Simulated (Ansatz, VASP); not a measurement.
**Two plane-wave programs on I**

Contents of INCAR:

```
PREC = Accurate ; ENCUT = 600
EDIFF = 1E-7 ; ISMEAR = -1
SIGMA = 0.05 ; LREAL = False
LASPH = True ; NELM = 100
ALGO = Normal ; ISIF = 3
LWAVE = False ; LCHARG = False
GGA = RP ; IVDW = 13
IBRION = 2 ; NSW = 60
EDIFFG = -0.01
```

The input KPOINTS:

```
Automatic mesh
0
Gamma
  7 7 3
```

The input POSCAR:

```
I
1.0
    3.6350350000     -2.3950200000      0.0000000000
    3.6350350000      2.3950200000      0.0000000000
    0.0000000000      0.0000000000      9.7934400000
I
4
Direct
    0.6493000000      0.3507000000      0.3844000000
    0.1493000000      0.8507000000      0.1156000000
    0.3507000000      0.6493000000      0.6156000000
    0.8507000000      0.1493000000      0.8844000000
```

input.yaml

```yaml
crystal:
  lattice:
    - [3.635035, -2.39502, 0.0]
    - [3.635035, 2.39502, 0.0]
    - [0.0, 0.0, 9.79344]
  atoms:
    - { symbol: I, position: [0.6493, 0.3507, 0.3844] }
    - { symbol: I, position: [0.1493, 0.8507, 0.1156] }
    - { symbol: I, position: [0.3507, 0.6493, 0.6156] }
    - { symbol: I, position: [0.8507, 0.1493, 0.8844] }
hamiltonian:
  xc: rpbe
  pseudopotentials: { kind: paw }
  dispersion: d4
kpoints:
  mp_grid: { grid: [7, 7, 3] }
scf:
  occupations: { method: fermi_dirac, width: 0.05 }
output:
  forces: true
  stress: true
  write_density: true
  write_potential: true
  elf: true
  volumetric_format: npy
relax:
  f_tol: 0.01
  max_steps: 40
  cell: { stress_tol: 0.05 }
```

Alike in both runs: task relaxation of cell and atoms; functional RPBE; dispersion D4; k mesh 7 × 7 × 3; occupations fermi-dirac, width 0.05 eV; no spin polarisation.

|  | VASP | Ansatz |
| --- | --- | --- |
| version | VASP 6.6.1 | Ansatz 0.2.0 |
| potentials or method | VASP PAW PBE potentials, release 64 (I) | Ansatz PAW |
| plane-wave cutoff (eV) | 600 | 420 |
| valence electrons in the cell | 28 | 68 |

```tsv
	VASP	Ansatz	Ansatz less VASP
gap on the k mesh at the Fermi level, each at its own relaxed structure (eV)	0.85	0.85	-0.006
relaxed volume (Å³/atom)	37.49	37.53	+0.042
relaxed length of the cell vector where the two differ most in proportion (Å)	9.618	9.606	-0.0126
```

VASP's potentials were made for PBE, not for RPBE. VASP's potentials hold 28 valence electrons a cell and Ansatz's 68, so a difference there can come from the potentials and not from the codes.

Neither program's run includes spin-orbit coupling. Noted on Ansatz's run: odd divisions of the mesh miss points on the zone boundary, where band edges often lie, so the gap on the mesh can be too wide; the plane-wave basis is chosen anew once the cell has moved, so the energies of steps on either side of that aren't comparable.
